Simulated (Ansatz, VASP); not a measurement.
**Al in VASP and in Ansatz**

File INCAR:

```
SYSTEM = Al
PREC     = Accurate       ! precision mode
ENCUT    = 520            ! plane-wave cutoff, eV
EDIFF    = 1E-6           ! SCF threshold, eV
ISMEAR   = 0              ! smearing method
SIGMA    = 0.15           ! smearing width, eV
LREAL    = .FALSE.        ! projectors in reciprocal space
LASPH    = .TRUE.         ! aspherical terms in the spheres
NELM     = 80             ! most SCF steps
ALGO     = Fast           ! electronic algorithm
ISIF     = 2              ! what is computed and relaxed
LWAVE    = .FALSE.        ! write WAVECAR
LCHARG   = .FALSE.        ! write CHGCAR
GGA      = PE             ! functional
IVDW     = 12             ! dispersion correction
NBANDS   = 14             ! bands
```

The input KPOINTS:

```
Automatic mesh
0
G
  18 18 6
  0 0 0
```

File POSCAR:

```
Al
1.0
    2.7395256772      0.0000000000      0.0000000000
   -1.3697628386      2.3724988307      0.0000000000
    0.0000000000      0.0000000000      9.3631508595
Al
4
Direct
    0.0000000000      0.0000000000      0.0000000000
    0.3333333333      0.6666666667      0.2500000000
    0.0000000000      0.0000000000      0.5000000000
    0.6666666667      0.3333333333      0.7500000000
```

Input for Ansatz:

```yaml
crystal:
  lattice:
    - [2.7395256772, 0.0, 0.0]
    - [-1.3697628386, 2.3724988307, 0.0]
    - [0.0, 0.0, 9.3631508595]
  atoms:
    - { symbol: Al, position: [0.0, 0.0, 0.0] }
    - { symbol: Al, position: [0.3333333333, 0.6666666667, 0.25] }
    - { symbol: Al, position: [0.0, 0.0, 0.5] }
    - { symbol: Al, position: [0.6666666667, 0.3333333333, 0.75] }
basis:
  ecutwfc: 420
kpoints:
  mp_grid: { grid: [18, 18, 6] }
hamiltonian:
  xc: pbe
  pseudopotentials: { kind: paw, azcp: { folder: soft_1 } }
  dispersion: d3bj
scf:
  occupations: { method: gaussian, width: 0.15 }
output:
  forces: true
  stress: true
  eigenvalues: true
```

Alike in both runs: task single point; functional PBE; dispersion D3(BJ); k mesh 18 × 18 × 6; occupations gaussian, width 0.15 eV; no spin polarisation.

```csv
,VASP,Ansatz
version,VASP 6.6.1,Ansatz 0.2.0
potentials or method,"VASP PAW PBE potentials, release 64 (Al), cutoff 520 eV","scalar-relativistic, plane waves, PAW"
valence electrons in the cell,12,12
```

```csv
,VASP,Ansatz,Ansatz less VASP
gap on the k mesh at the Fermi level (eV),none,none,-
pressure (GPa),4.1,4.1,0.00
"traceless stress, the component that is largest in VASP (GPa)",-2.94,-2.94,-0.003
```

A gap of «none» marks a metal or a gap that the smearing closes.
